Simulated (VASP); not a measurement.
Set up this calculation in VASP 6.6.1, as the native input.

| Property | Result |
| --- | --- |
| Task | single point |
| Functional | PBE |
| Potentials or basis | VASP PAW PBE potentials, release 64 (Si, O) |
| Cutoff | 520 eV |
| k mesh | 2 × 2 × 2 |
| Occupations | gaussian, width 0.02 eV |
| Spin | no spin polarisation |
| Dipole correction | no |
| Further INCAR settings | LREAL = Auto; ALGO = Normal; EDIFF = 1e-07; NBANDS = 49 |

The structure of Si16O (a cell with a defect) lies in POSCAR:

```
Si16O
1.0
    0.0000000000      5.4700937548     -5.4700937548
    5.4700937548      5.4700937548      0.0000000000
    5.4700937548      0.0000000000     -5.4700937548
Si O
16 1
Direct
    0.1600936911      0.1309331306      0.1335376563
    0.1196619344      0.6280718675      0.1270197607
    0.6305357192      0.0850942453      0.1116592379
    0.6188553893      0.6021165537      0.1093580891
    0.1256372433      0.1239337990      0.6393679262
    0.1253069016      0.6272308399      0.6226949030
    0.6246931320      0.1254861490      0.6276108151
    0.6217056146      0.6237946099      0.6149110327
    0.2469012526      0.7555130104      0.2479802104
    0.2733407446      0.2561026488      0.2655545892
    0.7441516878      0.7150847271      0.2414890053
    0.7899570270      0.2448164620      0.2626763022
    0.2476594663      0.7497183200      0.7523288785
    0.2511981625      0.2531456611      0.7601093667
    0.7511597944      0.7493068097      0.7354596978
    0.7494777391      0.2502817248      0.7466649902
   -0.1927218339      0.0686018406      0.1865374792
```

These files were run (other wordings do the same):

INCAR

```
SYSTEM = Si16O
PREC = Accurate ; ENCUT = 520
EDIFF = 1E-7 ; ISMEAR = 0
SIGMA = 0.02 ; LREAL = Auto
LASPH = .True. ; NELM = 60
ALGO = Normal ; ISIF = 2
LWAVE = .False. ; LCHARG = .True.
GGA = PE ; LELF = .True.
LVHAR = .True. ; NBANDS = 49
```

KPOINTS

```
regular mesh
0
Gamma
  2 2 2
  0 0 0
```

Potentials or basis: VASP PAW PBE potentials, release 64 (Si, O).

Launch:

```console
$ cat potpaw_PBE.64/Si/POTCAR potpaw_PBE.64/O/POTCAR > POTCAR
$ mpirun -np 1 vasp_std > vasp.out
```

It gave:

```json
{"Pressure": "2.4 GPa", "Largest force": "0.056 eV/Å", "Band gap on the k mesh": "0.51 eV"}
```

Caveat: the k points lie up to 0.50 Å⁻¹ apart.

Wall time 5.6 min on 1 thread of Intel(R) Xeon(R) Platinum 8375C CPU @ 2.90GHz (Ice Lake), on a shared host, peak memory 0.49 GiB.
